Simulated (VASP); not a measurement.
# AlN (P6_3mc) in VASP: a series of runs

Runs on AlN. Level: PBEsol. Tasks: single point.

Program: VASP 6.6.1. These are calculated values, not measurements. Logs are shortened: lines on timing, memory, paths and dates and some standing lists are left out, and cuts for length are marked.

### 1 The cell of the first run

The structure is hexagonal, space group P6_3mc (No. 186). Conventional cell: a = 3.095 Å, b = 3.095 Å, c = 4.947 Å, α = 90.00°, β = 90.00°, γ = 120.00°. Al (site symmetry 3m) has 4 N at 1.88 to 1.89 Å within 2.5 Å. Within 2.5 Å of N (site symmetry 3m) lie 4 Al at 1.88 to 1.89 Å.

### 2 Single point, PBEsol

Contents of INCAR:

```
SYSTEM = AlN
PREC = Accurate
ENCUT = 520
EDIFF = 1E-7
ISMEAR = 0
SIGMA = 0.01
LREAL = .False.
LASPH = .True.
NELM = 60
ALGO = Normal
ISIF = 2
LWAVE = .False.
LCHARG = .False.
GGA = PS
NBANDS = 16
```

Contents of KPOINTS:

```
regular mesh
0
Gamma
  8 8 6
  0 0 0
```

Contents of POSCAR:

```
AlN
1.0
    3.0953293708      0.0000000000      0.0000000000
   -1.5476646854      2.6806338682      0.0000000000
    0.0000000000      0.0000000000      4.9470341605
Al N
2 2
Direct
    0.3333333333      0.6666666667     -0.0011955389
    0.6666666667      0.3333333333      0.4988044611
    0.3333333333      0.6666666667      0.3811955389
    0.6666666667      0.3333333333      0.8811955389
```

Potentials or basis: VASP PAW PBE potentials, release 64 (Al, N).

Launch:

```bash
$ cat potpaw_PBE.64/Al/POTCAR potpaw_PBE.64/N/POTCAR > POTCAR
$ mpirun -np 1 vasp_std > vasp.out
```

OUTCAR:

```text
SYSTEM = AlN
   PREC = Accurate
   ENCUT = 520
   EDIFF = 1E-7
   ISMEAR = 0
   LREAL = .False.
   LASPH = .True.
   NELM = 60
   ISIF = 2
   GGA = PS

 ion  position               nearest neighbor table
   1  0.333  0.667  0.999-   4 1.88   4 1.88   4 1.88   3 1.89   2 3.05   2 3.05   2 3.05   2 3.05
                             2 3.05   2 3.05
   2  0.667  0.333  0.499-   3 1.88   3 1.88   3 1.88   4 1.89   1 3.05   1 3.05   1 3.05   1 3.05
                             1 3.05   1 3.05
   3  0.333  0.667  0.381-   2 1.88   2 1.88   2 1.88   1 1.89
   4  0.667  0.333  0.881-   1 1.88   1 1.88   1 1.88   2 1.89

  LATTYP: Found a hexagonal cell.
 ALAT       =     3.0953293708
 C/A-ratio  =     1.5982254448

  Lattice vectors:

 A1 = (   3.0953293708,   0.0000000000,   0.0000000000)
 A2 = (  -1.5476646854,   2.6806338682,   0.0000000000)
 A3 = (   0.0000000000,   0.0000000000,   4.9470341605)

Analysis of symmetry for initial positions (statically):
=====================================================================
 Subroutine PRICEL returns:
 Original cell was already a primitive cell.

 Routine SETGRP: Setting up the symmetry group for a
 hexagonal supercell.

 Subroutine GETGRP returns: Found 12 space group operations
 (whereof  6 operations were pure point group operations)
 out of a pool of 24 trial point group operations.

The static configuration has the point symmetry C_3v.
 The point group associated with its full space group is C_6v.

Analysis of symmetry for dynamics (positions and initial velocities):
=====================================================================
 Subroutine PRICEL returns:
 Original cell was already a primitive cell.

 Routine SETGRP: Setting up the symmetry group for a
 hexagonal supercell.

 Subroutine GETGRP returns: Found 12 space group operations
 (whereof  6 operations were pure point group operations)
 out of a pool of 24 trial point group operations.

The dynamic configuration has the point symmetry C_3v.
 The point group associated with its full space group is C_6v.

 Subroutine INISYM returns: Found 12 space group operations
 (whereof  6 operations are pure point group operations),
 and found     1 'primitive' translations

----------------------------------------------------------------------------------------

                                     Primitive cell

  volume of cell :      41.0477

  direct lattice vectors                    reciprocal lattice vectors
     3.095329371  0.000000000  0.000000000     0.323067396  0.186523048  0.000000000
    -1.547664685  2.680633868  0.000000000     0.000000000  0.373046096  0.000000000
     0.000000000  0.000000000  4.947034161     0.000000000  0.000000000  0.202141317

  length of vectors
     3.095329371  3.095329371  4.947034161     0.373046096  0.373046096  0.202141317

  position of ions in fractional coordinates (direct lattice)
     0.333333333  0.666666667  0.998804461
     0.666666667  0.333333333  0.498804461
     0.333333333  0.666666667  0.381195539
     0.666666667  0.333333333  0.881195539

  ion indices of the primitive-cell ions
   primitive index   ion index
                 1           1
                 2           2
                 3           3
                 4           4

----------------------------------------------------------------------------------------

 KPOINTS: regular mesh

Automatic generation of k-mesh.
 Grid dimensions read from file:
 generate k-points for:    8    8    6

 Generating k-lattice:

  Cartesian coordinates                     Fractional coordinates (reciprocal lattice)
     0.040383425  0.023315381  0.000000000     0.125000000  0.000000000  0.000000000
     0.000000000  0.046630762  0.000000000     0.000000000  0.125000000  0.000000000
     0.000000000  0.000000000  0.033690219     0.000000000  0.000000000  0.166666667

  Length of vectors
     0.046630762  0.046630762  0.033690219

  Shift w.r.t. Gamma in fractional coordinates (k-lattice)
     0.000000000  0.000000000  0.000000000

 Subroutine IBZKPT returns following result:
 ===========================================

 Found     40 irreducible k-points:

 Following reciprocal coordinates:
            Coordinates               Weight
  0.000000  0.000000  0.000000      1.000000
  0.125000  0.000000  0.000000      6.000000
  0.250000  0.000000  0.000000      6.000000
  0.375000 -0.000000  0.000000      6.000000
  0.500000  0.000000  0.000000      3.000000
  0.125000  0.125000  0.000000      6.000000
[... 16 lines left out ...]
  0.250000  0.000000  0.333333     12.000000
  0.375000 -0.000000  0.333333     12.000000
 [... further k-points ...]
   k-points           NKPTS =     40   k-points in BZ     NKDIM =     40   number of bands    NBANDS=     16
   number of dos      NEDOS =    301   number of ions     NIONS =      4
   total plane-waves  NPLWV =  23040
   dimension x,y,z NGX =    24 NGY =   24 NGZ =   40
   dimension x,y,z NGXF=    48 NGYF=   48 NGZF=   80
   ions per type =               2   2
   NGX,Y,Z   is equivalent  to a cutoff of  12.89, 12.89, 13.44 a.u.
   NGXF,Y,Z  is equivalent  to a cutoff of  25.78, 25.78, 26.88 a.u.
 SYSTEM =  AlN
   PREC   = accura    normal or accurate (medium, high low for compatibility)
   ISTART =      0    job   : 0-new  1-cont  2-samecut
   ICHARG =      2    charge: 1-file 2-atom 10-const
   ISPIN  =      1    spin polarized calculation?
   LNONCOLLINEAR =      F non collinear calculations
   LSORBIT =      F    spin-orbit coupling
   LASPH  =      T    aspherical Exc in radial PAW
   ENCUT  =  520.0 eV  38.22 Ry    6.18 a.u.   5.76  5.76  9.20*2*pi/ulx,y,z
   NELM   =     60;   NELMIN=  2; NELMDL= -5     # of ELM steps
   EDIFF  = 0.1E-06   stopping-criterion for ELM
   LREAL  =      F    real-space projection
   EDIFFG = 0.1E-05   stopping-criterion for IOM
   NSW    =      0    number of steps for IOM
   IBRION =     -1    ionic relax: 0-MD 1-quasi-New 2-CG
   NFREE  =      0    steps in history (QN), initial steepest desc. (CG)
   ISIF   =      2    stress and relaxation
   ISYM   =      2    0-nonsym 1-usesym 2-fastsym
   POTIM  = 0.5000    time-step for ionic-motion
   TEBEG  =    0.0;   TEEND  =   0.0 temperature during run
   PSTRESS=    0.0 pullay stress
   NELECT =      16.0000    total number of electrons
   NUPDOWN=      -1.0000    fix difference up-down
   EMIN   =  10.00;   EMAX   =-10.00  energy-range for DOS
   EFERMI =   0.00;   METHOD = LEGACY
   ISMEAR =     0;   SIGMA  =   0.01  broadening in eV -4-tet -1-fermi 0-gaus
   EFERMI_NEDOS =   21; number of points for ismear=-14 and -15
   IALGO  =     38    algorithm
   IMIX   =      4    mixing-type and parameters
     AMIX     =   0.40;   BMIX     =  1.00
     AMIX_MAG =   1.60;   BMIX_MAG =  1.00
  volume/ion in A,a.u.               =      10.26        69.25
  Fermi-wavevector in a.u.,A,eV,Ry     =   1.195873  2.259872 19.457859  1.430112
  Thomas-Fermi vector in A             =   2.331828
   LORBIT       =      0    0 simple, 1 ext, 2 COOP (PROOUT), +10 PAW based schemes
   GGA     = PS    functional components
   LHFCALC =     F    Hartree Fock is set to
   AEXX    =    0.0000 exact exchange contribution
   IVDW    =     0    specifies the selected vdW correction
   LEPSILON=     F    determine dielectric tensor
   LRPA    =     F    only Hartree local field effects (RPA)
 non-spin polarized calculation
 Gauss-broadening in eV      SIGMA  =   0.01
  energy-cutoff  :      520.00
  volume of cell :       41.05
 maximum number of plane-waves:      1124
 NGX is ok and might be reduce to    24
   NGX = 11   NGY = 11   NGZ = 19

 number of electron      15.9999996 magnetization

 Free energy of the ion-electron system (eV)
  ---------------------------------------------------
  ext. energy  EPLUGINS =         0.00000000
  ---------------------------------------------------
  free energy    TOTEN  =       -31.30213143 eV

  energy without entropy =      -31.30213143  energy(sigma->0) =      -31.30213143

 E-fermi :   6.3698     XC(G=0): -11.1835

 val. band max:        6.2484434983   @ k =   0.0000   0.0000   0.0000
 cond. band min:      10.5190177686   @ k =   0.0000   0.0000   0.0000
 fundamental gap:      4.2705742703
 Fermi energy:         6.3697611227

 k-point     1 :       0.0000    0.0000    0.0000
  band No.  band energies     occupation
      1      -9.0419      2.00000
      2      -6.7953      2.00000
      3       0.1050      2.00000
      4       5.3417      2.00000
      5       5.3417      2.00000
      6       6.0043      2.00000
[... 8 lines left out ...]
     15      19.4313      0.00000
     16      19.4491      0.00000

 k-point     2 :       0.1250    0.0000    0.0000
  band No.  band energies     occupation
      1      -8.8381      2.00000
      2      -6.6815      2.00000
      3       0.3454      2.00000
      4       4.4554      2.00000
      5       5.0923      2.00000
      6       5.1773      2.00000
[... 8 lines left out ...]
     15      19.0911      0.00000
     16      19.3439      0.00000

 k-point     3 :       0.2500    0.0000    0.0000
  band No.  band energies     occupation
      1      -8.2685      2.00000
      2      -6.4127      2.00000
      3       1.0370      2.00000
      4       2.6989      2.00000
      5       3.7329      2.00000
      6       4.6177      2.00000
[... 8 lines left out ...]
     15      18.4418      0.00000
     16      19.5280      0.00000

 k-point     4 :       0.3750   -0.0000    0.0000
  band No.  band energies     occupation
      1      -7.4932      2.00000
      2      -6.2211      2.00000
      3       1.2248      2.00000
      4       2.0529      2.00000
      5       2.5048      2.00000
      6       4.2322      2.00000
[... 8 lines left out ...]
     15      18.5305      0.00000
     16      21.1562      0.00000
[... 324 lines left out ...]
 k-point    22 :       0.1250    0.0000    0.3333
  band No.  band energies     occupation
      1      -8.4199      2.00000
      2      -7.3825      2.00000
      3       1.5989      2.00000
      4       3.9555      2.00000
      5       4.8102      2.00000
      6       5.2940      2.00000
[... 8 lines left out ...]
     15      18.5595      0.00000
     16      18.6759      0.00000

 k-point    23 :       0.2500    0.0000    0.3333
  band No.  band energies     occupation
      1      -7.8897      2.00000
      2      -6.9838      2.00000
      3       1.5935      2.00000
      4       2.7266      2.00000
      5       3.7766      2.00000
      6       4.8782      2.00000
[... 8 lines left out ...]
     15      18.6220      0.00000
     16      19.5037      0.00000

 k-point    24 :       0.3750   -0.0000    0.3333
  band No.  band energies     occupation
      1      -7.1992      2.00000
      2      -6.5624      2.00000
      3       0.8366      2.00000
      4       1.4997      2.00000
      5       3.7580      2.00000
      6       4.5266      2.00000
[... 8 lines left out ...]
     15      18.5449      0.00000
     16      20.4338      0.00000

 [... further k-points ...]
[... 5 lines left out ...]
  --------------------------------------------------------------------------------------
  -------------------------------------------------------------------------------------
  Total        1.0261211      1.0261211      1.0281690      0.0000000      0.0000000     -0.0000000
  in kB       40.0516054     40.0516054     40.1315383      0.0000000      0.0000000     -0.0000000
  external PRESSURE =      40.0782497 kB  Pullay stress =       0.0000000 kB

 VOLUME and BASIS-vectors are now :
 -----------------------------------------------------------------------------
  energy-cutoff  :      520.00
  volume of cell :       41.05
      direct lattice vectors                 reciprocal lattice vectors
     3.095329371  0.000000000  0.000000000     0.323067396  0.186523048  0.000000000
    -1.547664685  2.680633868  0.000000000     0.000000000  0.373046096  0.000000000
     0.000000000  0.000000000  4.947034161     0.000000000  0.000000000  0.202141317

 POSITION                                       TOTAL-FORCE (eV/Angst)
 -----------------------------------------------------------------------------------
     -0.00000      1.78709      4.94112        -0.000000      0.000000     -0.000633
      1.54766      0.89354      2.46760         0.000000     -0.000000     -0.000633
     -0.00000      1.78709      1.88579         0.000000      0.000000      0.000633
      1.54766      0.89354      4.35930        -0.000000     -0.000000      0.000633
 -----------------------------------------------------------------------------------
    total drift:                               -0.000000      0.000000     -0.000678

  FREE ENERGIE OF THE ION-ELECTRON SYSTEM (eV)
  ---------------------------------------------------
  free  energy   TOTEN  =       -31.3021314298 eV

  energy  without entropy=      -31.3021314298  energy(sigma->0) =      -31.30213143
```

It took 9.6 s on 1 thread of Intel Xeon 6975P-C (Granite Rapids), shared host; peak memory 0.15 GiB.

What came out:

| Property | Result |
| --- | --- |
| Free energy | -31.3021 eV |
| Pressure | 4.0 GPa |
| Band gap on the k mesh | 4.27 eV, direct |

Levels at points of the mesh, in eV from the valence-band top:
| k point | band 4 | band 5 | band 6 | band 7 | band 8 | band 9 | band 10 | band 11 | band 12 | band 13 |
| --- | --- | --- | --- | --- | --- | --- | --- | --- | --- | --- |
| (0.00, 0.00, 0.00) | -0.91 | -0.91 | -0.24 | -0.24 | 0.00 | 4.27 | 6.69 | 10.65 | 11.13 | 11.13 |
| (0.50, 0.00, 0.00) | -4.25 | -3.43 | -2.16 | -1.84 | -0.72 | 5.71 | 5.71 | 8.22 | 10.28 | 10.87 |
| (0.00, 0.00, 0.50) | -3.39 | -0.59 | -0.59 | -0.59 | -0.59 | 6.52 | 6.52 | 10.35 | 10.35 | 11.45 |
| (0.50, 0.00, 0.50) | -5.74 | -1.52 | -1.52 | -1.40 | -1.40 | 5.23 | 5.23 | 9.23 | 9.23 | 11.93 |

Caveat: the PAW data sets were made with another functional, which shifts forces and pressure a little.

### 3 Single point, PBEsol

Contents of INCAR:

```
PREC = Accurate
ENCUT = 520
EDIFF = 1E-7
ISMEAR = 0
SIGMA = 0.01
LREAL = F
LASPH = T
NELM = 100
ALGO = Normal
ISIF = 2
LWAVE = F
LCHARG = F
GGA = PS
NBANDS = 16
```

Contents of KPOINTS:

```
regular mesh
0
Gamma
  8 8 6
```

POSCAR is that of step 2.

Potentials or basis: VASP PAW PBE potentials, release 64 (Al, N).

Launch:

```bash
$ cat potpaw_PBE.64/Al/POTCAR potpaw_PBE.64/N/POTCAR > POTCAR
$ mpirun -np 1 vasp_std > vasp.out
```

It took 9.5 s on 1 thread of Intel Xeon 6975P-C (Granite Rapids), shared host; peak memory 0.16 GiB.

It converged, with:

```yaml
Free_energy: -31.3021 eV
Pressure: 4.0 GPa
Band_gap_on_the_k_mesh: 4.27 eV, direct
```

Levels at points of the mesh, in eV from the valence-band top:
| k point | band 5 | band 6 | band 7 | band 8 | band 9 | band 10 | band 11 | band 12 |
| --- | --- | --- | --- | --- | --- | --- | --- | --- |
| (0.00, 0.00, 0.00) | -0.91 | -0.24 | -0.24 | 0.00 | 4.27 | 6.69 | 10.65 | 11.13 |
| (0.50, 0.00, 0.00) | -3.43 | -2.16 | -1.84 | -0.72 | 5.71 | 5.71 | 8.22 | 10.28 |
| (0.00, 0.00, 0.50) | -0.59 | -0.59 | -0.59 | -0.59 | 6.52 | 6.52 | 10.35 | 10.35 |
| (0.50, 0.00, 0.50) | -1.52 | -1.52 | -1.40 | -1.40 | 5.23 | 5.23 | 9.23 | 9.23 |

Caveat: the PAW data sets were made with another functional, which shifts forces and pressure a little. A k mesh can miss the band edges.

[end of part 1 of 2]
